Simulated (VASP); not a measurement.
# GaAs (F-43m) in VASP: further runs

Runs on GaAs. Level: PBE. Tasks: single point, relaxation of cell and atoms.

Everything below comes from runs of VASP 6.6.1. Logs are shortened: lines on timing, memory, paths and dates and some standing lists are left out, and cuts for length are marked.

### Step 1. The cell of the first run

It takes space group F-43m (No. 216, cubic). The conventional cell has a = 5.750 Å, b = 5.750 Å, c = 5.750 Å, α = 90.00°, β = 90.00°, γ = 90.00°. Within 3.3 Å of Ga (site symmetry -43m) lie 4 As at 2.49 Å. Within 3.3 Å of As (site symmetry -43m) lie 4 Ga at 2.49 Å.

### Step 2. Single point, PBE

Contents of INCAR:

```
PREC = Accurate
ENCUT = 520
EDIFF = 1E-7
ISMEAR = 0
SIGMA = 0.1
LREAL = F
LASPH = T
NELM = 100
ALGO = Normal
ISIF = 2
LWAVE = F
LCHARG = T
GGA = PE
LELF = T
LVHAR = T
NBANDS = 16
```

Contents of KPOINTS:

```
Automatic mesh
0
Gamma
  6 6 6
```

Contents of POSCAR:

```
GaAs
1.0
    0.0000000000      2.8750910500      2.8750910500
    2.8750910500      0.0000000000      2.8750910500
    2.8750910500      2.8750910500      0.0000000000
Ga As
1 1
Direct
    0.0000000000      0.0000000000      0.0000000000
    0.7500000000      0.7500000000      0.7500000000
```

Potentials or basis: VASP PAW PBE potentials, release 64 (Ga_d, As).

Launch:

```sh
$ cat potpaw_PBE.64/Ga_d/POTCAR potpaw_PBE.64/As/POTCAR > POTCAR
$ mpirun -np 1 vasp_std > vasp.out
```

OUTCAR:

```text
PREC = Accurate
   ENCUT = 520
   EDIFF = 1E-7
   ISMEAR = 0
   LREAL = F
   LASPH = T
   NELM = 100
   ISIF = 2
   GGA = PE

 ion  position               nearest neighbor table
   1  0.000  0.000  0.000-   2 2.49   2 2.49   2 2.49   2 2.49
   2  0.750  0.750  0.750-   1 2.49   1 2.49   1 2.49   1 2.49

  LATTYP: Found a face centered cubic cell.
 ALAT       =     5.7501821000

  Lattice vectors:

 A1 = (   0.0000000000,   2.8750910500,   2.8750910500)
 A2 = (   2.8750910500,   0.0000000000,   2.8750910500)
 A3 = (   2.8750910500,   2.8750910500,   0.0000000000)

Analysis of symmetry for initial positions (statically):
=====================================================================
 Subroutine PRICEL returns:
 Original cell was already a primitive cell.

 Routine SETGRP: Setting up the symmetry group for a
 face centered cubic supercell.

 Subroutine GETGRP returns: Found 24 space group operations
 (whereof 24 operations were pure point group operations)
 out of a pool of 48 trial point group operations.

The static configuration has the point symmetry T_d .

Analysis of symmetry for dynamics (positions and initial velocities):
=====================================================================
 Subroutine PRICEL returns:
 Original cell was already a primitive cell.

 Routine SETGRP: Setting up the symmetry group for a
 face centered cubic supercell.

 Subroutine GETGRP returns: Found 24 space group operations
 (whereof 24 operations were pure point group operations)
 out of a pool of 48 trial point group operations.

The dynamic configuration has the point symmetry T_d .

 Subroutine INISYM returns: Found 24 space group operations
 (whereof 24 operations are pure point group operations),
 and found     1 'primitive' translations

----------------------------------------------------------------------------------------

                                     Primitive cell

  volume of cell :      47.5319

  direct lattice vectors                    reciprocal lattice vectors
     0.000000000  2.875091050  2.875091050    -0.173907536  0.173907536  0.173907536
     2.875091050  0.000000000  2.875091050     0.173907536 -0.173907536  0.173907536
     2.875091050  2.875091050  0.000000000     0.173907536  0.173907536 -0.173907536

  length of vectors
     4.065992756  4.065992756  4.065992756     0.301216688  0.301216688  0.301216688

  position of ions in fractional coordinates (direct lattice)
     0.000000000  0.000000000  0.000000000
     0.750000000  0.750000000  0.750000000

  ion indices of the primitive-cell ions
   primitive index   ion index
                 1           1
                 2           2

----------------------------------------------------------------------------------------

 KPOINTS: Automatic mesh

Automatic generation of k-mesh.
 Grid dimensions read from file:
 generate k-points for:    6    6    6

 Generating k-lattice:

  Cartesian coordinates                     Fractional coordinates (reciprocal lattice)
    -0.028984589  0.028984589  0.028984589     0.166666667  0.000000000  0.000000000
     0.028984589 -0.028984589  0.028984589     0.000000000  0.166666667  0.000000000
     0.028984589  0.028984589 -0.028984589     0.000000000  0.000000000  0.166666667

  Length of vectors
     0.050202781  0.050202781  0.050202781

  Shift w.r.t. Gamma in fractional coordinates (k-lattice)
     0.000000000  0.000000000  0.000000000

 Subroutine IBZKPT returns following result:
 ===========================================

 Found     16 irreducible k-points:

 Following reciprocal coordinates:
            Coordinates               Weight
  0.000000  0.000000  0.000000      1.000000
  0.166667  0.000000  0.000000      8.000000
  0.333333  0.000000  0.000000      8.000000
  0.500000  0.000000  0.000000      4.000000
  0.166667  0.166667  0.000000      6.000000
  0.333333  0.166667  0.000000     24.000000
[... 8 lines left out ...]
 -0.333333  0.333333  0.166667     24.000000
 -0.333333  0.500000  0.166667     12.000000
   k-points           NKPTS =     16   k-points in BZ     NKDIM =     16   number of bands    NBANDS=     16
   number of dos      NEDOS =    301   number of ions     NIONS =      2
   total plane-waves  NPLWV =  27000
   dimension x,y,z NGX =    30 NGY =   30 NGZ =   30
   dimension x,y,z NGXF=    60 NGYF=   60 NGZF=   60
   ions per type =               1   1
   NGX,Y,Z   is equivalent  to a cutoff of  12.27, 12.27, 12.27 a.u.
   NGXF,Y,Z  is equivalent  to a cutoff of  24.53, 24.53, 24.53 a.u.
 SYSTEM =  unknown system
   PREC   = accura    normal or accurate (medium, high low for compatibility)
   ISTART =      0    job   : 0-new  1-cont  2-samecut
   ICHARG =      2    charge: 1-file 2-atom 10-const
   ISPIN  =      1    spin polarized calculation?
   LNONCOLLINEAR =      F non collinear calculations
   LSORBIT =      F    spin-orbit coupling
   LASPH  =      T    aspherical Exc in radial PAW
   ENCUT  =  520.0 eV  38.22 Ry    6.18 a.u.   7.56  7.56  7.56*2*pi/ulx,y,z
   NELM   =    100;   NELMIN=  2; NELMDL= -5     # of ELM steps
   EDIFF  = 0.1E-06   stopping-criterion for ELM
   LREAL  =      F    real-space projection
   EDIFFG = 0.1E-05   stopping-criterion for IOM
   NSW    =      0    number of steps for IOM
   IBRION =     -1    ionic relax: 0-MD 1-quasi-New 2-CG
   NFREE  =      0    steps in history (QN), initial steepest desc. (CG)
   ISIF   =      2    stress and relaxation
   ISYM   =      2    0-nonsym 1-usesym 2-fastsym
   POTIM  = 0.5000    time-step for ionic-motion
   TEBEG  =    0.0;   TEEND  =   0.0 temperature during run
   PSTRESS=    0.0 pullay stress
   NELECT =      18.0000    total number of electrons
   NUPDOWN=      -1.0000    fix difference up-down
   EMIN   =  10.00;   EMAX   =-10.00  energy-range for DOS
   EFERMI =   0.00;   METHOD = LEGACY
   ISMEAR =     0;   SIGMA  =   0.10  broadening in eV -4-tet -1-fermi 0-gaus
   EFERMI_NEDOS =   21; number of points for ismear=-14 and -15
   IALGO  =     38    algorithm
   IMIX   =      4    mixing-type and parameters
     AMIX     =   0.40;   BMIX     =  1.00
     AMIX_MAG =   1.60;   BMIX_MAG =  1.00
  volume/ion in A,a.u.               =      23.77       160.38
  Fermi-wavevector in a.u.,A,eV,Ry     =   1.184415  2.238221 19.086796  1.402840
  Thomas-Fermi vector in A             =   2.320630
   LORBIT       =      0    0 simple, 1 ext, 2 COOP (PROOUT), +10 PAW based schemes
   GGA     = PE    functional components
   LHFCALC =     F    Hartree Fock is set to
   AEXX    =    0.0000 exact exchange contribution
   IVDW    =     0    specifies the selected vdW correction
   LEPSILON=     F    determine dielectric tensor
   LRPA    =     F    only Hartree local field effects (RPA)
 non-spin polarized calculation
 Gauss-broadening in eV      SIGMA  =   0.10
  energy-cutoff  :      520.00
  volume of cell :       47.53
 maximum number of plane-waves:      1303
   NGX = 15   NGY = 15   NGZ = 15

 number of electron      17.9999988 magnetization

 Free energy of the ion-electron system (eV)
  ---------------------------------------------------
  ext. energy  EPLUGINS =         0.00000000
  ---------------------------------------------------
  free energy    TOTEN  =        -8.25113803 eV

  energy without entropy =       -8.25061699  energy(sigma->0) =       -8.25087751

 E-fermi :   3.5731     XC(G=0):  -9.3567

 val. band max:        3.4766904034   @ k =   0.0000   0.0000   0.0000
 cond. band min:       3.6188650124   @ k =   0.0000   0.0000   0.0000
 fundamental gap:      0.1421746089
 Fermi energy:         3.5731326702

 k-point     1 :       0.0000    0.0000    0.0000
  band No.  band energies     occupation
      1     -11.2582      2.00000
      2     -11.2582      2.00000
      3     -11.2582      2.00000
      4     -11.1910      2.00000
      5     -11.1910      2.00000
      6      -8.8965      2.00000
[... 8 lines left out ...]
     15      13.4683      0.00000
     16      13.4683      0.00000

 k-point     2 :       0.1667    0.0000    0.0000
  band No.  band energies     occupation
      1     -11.2756      2.00000
      2     -11.2532      2.00000
      3     -11.2532      2.00000
      4     -11.1911      2.00000
      5     -11.1911      2.00000
      6      -8.5997      2.00000
[... 8 lines left out ...]
     15      12.4481      0.00000
     16      12.4481      0.00000

 k-point     3 :       0.3333    0.0000    0.0000
  band No.  band energies     occupation
      1     -11.3073      2.00000
      2     -11.2450      2.00000
      3     -11.2450      2.00000
      4     -11.1895      2.00000
      5     -11.1895      2.00000
      6      -7.8382      2.00000
[... 8 lines left out ...]
     15      13.0160      0.00000
     16      13.0160      0.00000

 k-point     4 :       0.5000    0.0000    0.0000
  band No.  band energies     occupation
      1     -11.3219      2.00000
      2     -11.2419      2.00000
      3     -11.2419      2.00000
      4     -11.1877      2.00000
      5     -11.1877      2.00000
      6      -7.2833      2.00000
[... 8 lines left out ...]
     15      15.0927      0.00000
     16      15.0927      0.00000
[... 172 lines left out ...]
 k-point    14 :       0.5000    0.3333    0.1667
  band No.  band energies     occupation
      1     -11.3278      2.00000
      2     -11.2355      2.00000
      3     -11.2297      2.00000
      4     -11.1993      2.00000
      5     -11.1858      2.00000
      6      -7.2300      2.00000
[... 8 lines left out ...]
     15      14.3220      0.00000
     16      16.2225      0.00000

 k-point    15 :      -0.3333    0.3333    0.1667
  band No.  band energies     occupation
      1     -11.3342      2.00000
      2     -11.2350      2.00000
      3     -11.2255      2.00000
      4     -11.1973      2.00000
      5     -11.1877      2.00000
      6      -6.7809      2.00000
[... 8 lines left out ...]
     15      15.3300      0.00000
     16      15.8449      0.00000

 k-point    16 :      -0.3333    0.5000    0.1667
  band No.  band energies     occupation
      1     -11.3421      2.00000
      2     -11.2284      2.00000
      3     -11.2201      2.00000
      4     -11.2031      2.00000
      5     -11.1848      2.00000
      6      -6.5722      2.00000
[... 8 lines left out ...]
     15      15.3441      0.00000
     16      16.4835      0.00000

------------------------ aborting loop because EDIFF is reached ----------------------------------------

  FORCE on cell =-STRESS in cart. coord.  units (eV):
  Direction    XX          YY          ZZ          XY          YZ          ZX
  --------------------------------------------------------------------------------------
  -------------------------------------------------------------------------------------
  Total        0.0080188      0.0080188      0.0080188      0.0000000     -0.0000000      0.0000000
  in kB        0.2702915      0.2702915      0.2702915      0.0000000     -0.0000000      0.0000000
  external PRESSURE =       0.2702915 kB  Pullay stress =       0.0000000 kB

 VOLUME and BASIS-vectors are now :
 -----------------------------------------------------------------------------
  energy-cutoff  :      520.00
  volume of cell :       47.53
      direct lattice vectors                 reciprocal lattice vectors
     0.000000000  2.875091050  2.875091050    -0.173907536  0.173907536  0.173907536
     2.875091050  0.000000000  2.875091050     0.173907536 -0.173907536  0.173907536
     2.875091050  2.875091050  0.000000000     0.173907536  0.173907536 -0.173907536

 POSITION                                       TOTAL-FORCE (eV/Angst)
 -----------------------------------------------------------------------------------
      0.00000      0.00000      0.00000        -0.000000     -0.000000      0.000000
      4.31264      4.31264      4.31264         0.000000      0.000000     -0.000000
 -----------------------------------------------------------------------------------
    total drift:                               -0.000002     -0.000002     -0.000002

  FREE ENERGIE OF THE ION-ELECTRON SYSTEM (eV)
  ---------------------------------------------------
  free  energy   TOTEN  =        -8.2511380307 eV

  energy  without entropy=       -8.2506169917  energy(sigma->0) =       -8.25087751
```

It took 15 s on 1 thread of AMD EPYC 7R13, shared host; peak memory 0.14 GiB.

What came out:

| Quantity | Value |
| --- | --- |
| Free energy | -8.2511 eV |
| Pressure | 0.0 GPa |
| Band gap on the k mesh | 0.14 eV |

Levels at points of the mesh, in eV from the valence-band top:
```
           k point  band 7  band 8  band 9  band 10  band 11  band 12
(0.00, 0.00, 0.00)    0.00    0.00    0.00     0.14     3.71     3.71
(0.50, 0.00, 0.00)   -6.38   -1.07   -1.07     0.86     4.61     4.61
(0.50, 0.50, 0.00)   -6.59   -2.51   -2.51     1.55     1.67     9.76
```

### Step 3. Single point, PBE

This run uses another cell than the first one, of 23.71 Å³/atom.

Contents of INCAR:

```
ALGO     = Normal         # electronic algorithm
EDIFF    = 1E-7           # SCF threshold, eV
ENCUT    = 520            # plane-wave cutoff, eV
GGA      = PE             # functional
ISIF     = 2              # what is computed and relaxed
ISMEAR   = 0              # smearing method
LASPH    = T              # aspherical terms in the spheres
LCHARG   = T              # write CHGCAR
LELF     = T              # ELF
LREAL    = F              # projectors in reciprocal space
LVHAR    = T            
LWAVE    = F              # write WAVECAR
NBANDS   = 16             # bands
NELM     = 100            # most SCF steps
PREC     = Accurate       # precision mode
SIGMA    = 0.01           # smearing width, eV
```

Contents of KPOINTS:

```
k-points
0
Gamma
  10 10 10
```

Contents of POSCAR:

```
GaAs
1.0
    0.0000000000      2.8727978967      2.8727978967
    2.8727978967      0.0000000000      2.8727978967
    2.8727978967      2.8727978967      0.0000000000
Ga As
1 1
Direct
    0.0000000000      0.0000000000      0.0000000000
    0.7500000000      0.7500000000      0.7500000000
```

Potentials or basis: VASP PAW PBE potentials, release 64 (Ga_d, As).

Launch:

```sh
$ cat potpaw_PBE.64/Ga_d/POTCAR potpaw_PBE.64/As/POTCAR > POTCAR
$ mpirun -np 1 vasp_std > vasp.out
```

Run time: 37 s. Hardware: 1 thread of AMD EPYC 7R13, shared host; peak memory 0.16 GiB.

Results (log left out):

```yaml
Free_energy: -8.2752 eV
Pressure: 0.2 GPa
Band_gap_on_the_k_mesh: 0.16 eV
```

Levels at points of the mesh, in eV from the valence-band top:
| k point | band 6 | band 7 | band 8 | band 9 | band 10 | band 11 | band 12 | band 13 |
| --- | --- | --- | --- | --- | --- | --- | --- | --- |
| (0.00, 0.00, 0.00) | -12.39 | 0.00 | 0.00 | 0.00 | 0.16 | 3.72 | 3.72 | 3.72 |
| (0.50, 0.00, 0.00) | -10.77 | -6.38 | -1.07 | -1.07 | 0.87 | 4.62 | 4.62 | 7.70 |
| (0.50, 0.50, 0.00) | -10.09 | -6.60 | -2.51 | -2.51 | 1.55 | 1.67 | 9.79 | 9.79 |

### Step 4. Single point, PBE

This run uses another cell than the first one, of 23.71 Å³/atom.

Contents of INCAR:

```
SYSTEM = GaAs
PREC = Accurate
ENCUT = 520
EDIFF = 1E-7
ISMEAR = 0
SIGMA = 0.01
LREAL = .False.
LASPH = .True.
NELM = 80
ALGO = Normal
ISIF = 2
LWAVE = .False.
LCHARG = .True.
GGA = PE
LELF = .True.
LVHAR = .True.
NBANDS = 16
```

Contents of KPOINTS:

```
Automatic mesh
0
Gamma
  12 12 12
  0 0 0
```

Contents of POSCAR:

```
GaAs
1.0
    0.0000000000      2.8729417344      2.8729417344
    2.8729417344      0.0000000000      2.8729417344
    2.8729417344      2.8729417344      0.0000000000
Ga As
1 1
Direct
    0.0000000000      0.0000000000      0.0000000000
    0.7500000000      0.7500000000      0.7500000000
```

Launch:

```sh
$ cat potpaw_PBE.64/Ga_d/POTCAR potpaw_PBE.64/As/POTCAR > POTCAR
$ mpirun -np 1 vasp_std > vasp.out
```

Run time: 66 s. Hardware: 1 thread of AMD EPYC 7R13, shared host; peak memory 0.18 GiB.

It converged, with:

```yaml
Free_energy: -8.2763 eV
Pressure: 0.2 GPa
Band_gap_on_the_k_mesh: 0.16 eV
```

Levels at points of the mesh, in eV from the valence-band top:
```csv
k point,band 5,band 6,band 7,band 8,band 9,band 10,band 11,band 12,band 13,band 14
"(0.00, 0.00, 0.00)",-14.66,-12.39,0.00,0.00,0.00,0.16,3.72,3.72,3.72,7.44
"(0.50, 0.00, 0.00)",-14.65,-10.77,-6.38,-1.07,-1.07,0.87,4.62,4.62,7.70,10.04
"(0.50, 0.50, 0.00)",-14.65,-10.09,-6.60,-2.51,-2.51,1.55,1.68,9.78,9.78,10.55
```

### Step 5. Relaxation of cell and atoms, PBE

Contents of INCAR:

```
SYSTEM = GaAs
  PREC = Accurate
  ENCUT = 600
  EDIFF = 1E-6
  ISMEAR = 0
  SIGMA = 0.01
  LREAL = .False.
  LASPH = .True.
  NELM = 60
  ALGO = Normal
  ISIF = 3
  LWAVE = .False.
  LCHARG = .False.
  GGA = PE
  IBRION = 2
  NSW = 100
  EDIFFG = -0.002
```

Contents of KPOINTS:

```
regular mesh
0
Gamma
  10 10 10
  0 0 0
```

Contents of POSCAR:

```
GaAs
1.0
    0.0000000000      2.8750910500      2.8750910500
    2.8750910500      0.0000000000      2.8750910500
    2.8750910500      2.8750910500      0.0000000000
Ga As
1 1
Direct
    0.0000000000      0.0000000000      0.0000000000
    0.7500000000      0.7500000000      0.7500000000
```

Launch:

```sh
$ cat potpaw_PBE.64/Ga_d/POTCAR potpaw_PBE.64/As/POTCAR > POTCAR
$ mpirun -np 1 vasp_std > vasp.out
```

Run time: 92 s. Hardware: 1 thread of AMD EPYC 7R13, shared host; peak memory 0.17 GiB.

It converged, with:

```yaml
Free_energy: -8.2751 eV
Relaxed_volume: 23.76 Å³/atom
Relaxed_cell: a = 4.066 Å, b = 4.066 Å, c = 4.066 Å, α = 60.00°, β = 60.00°, γ = 60.00°
Space_group_after_relaxing_to_0.1_Å: F-43m (No. 216)
Energy_gained_by_relaxing: 0.0 meV/atom
Ionic_steps: 6
Pressure_after_relaxing: 0.0 GPa
Band_gap_on_the_k_mesh: 0.15 eV
```

Final structure:
```
CELL_PARAMETERS angstrom
0.00000 2.87493 2.87493
2.87493 0.00000 2.87493
2.87493 2.87493 0.00000
ATOMIC_POSITIONS crystal
Ga 0.00000 0.00000 0.00000
As 0.75000 0.75000 0.75000
```

Levels at points of the mesh, in eV from the valence-band top:
```tsv
k point	band 6	band 7	band 8	band 9	band 10	band 11	band 12	band 13
(0.00, 0.00, 0.00)	-12.37	0.00	0.00	0.00	0.15	3.71	3.71	3.71
(0.50, 0.00, 0.00)	-10.76	-6.37	-1.07	-1.07	0.86	4.62	4.62	7.70
(0.50, 0.50, 0.00)	-10.09	-6.59	-2.50	-2.50	1.56	1.68	9.77	9.77
```

### Step 6. The runs side by side

| task | cell | k mesh | cutoff (eV) | smearing | gap on the mesh (eV) | pressure (GPa) |
| --- | --- | --- | --- | --- | --- | --- |
| single point | a = 4.066 Å, angles 60.0°, 2 atoms | 6 × 6 × 6 | 520 | gaussian 0.1 eV | 0.14 | 0.0 |
| single point | a = 4.063 Å, angles 60.0°, 2 atoms | 10 × 10 × 10 | 520 | gaussian 0.01 eV | 0.16 | 0.2 |
| single point | a = 4.063 Å, angles 60.0°, 2 atoms | 12 × 12 × 12 | 520 | gaussian 0.01 eV | 0.16 | 0.2 |
| relaxation of cell and atoms | relaxed from a = 4.066 Å, angles 60.0°, 2 atoms | 10 × 10 × 10 | 600 | gaussian 0.01 eV | 0.15 | 0.0 |

Alike in all rows: level PBE; potentials or basis VASP PAW PBE potentials, release 64 (Ga_d, As); no spin polarisation.

Absolute energies hang on the potentials; compare differences alone.
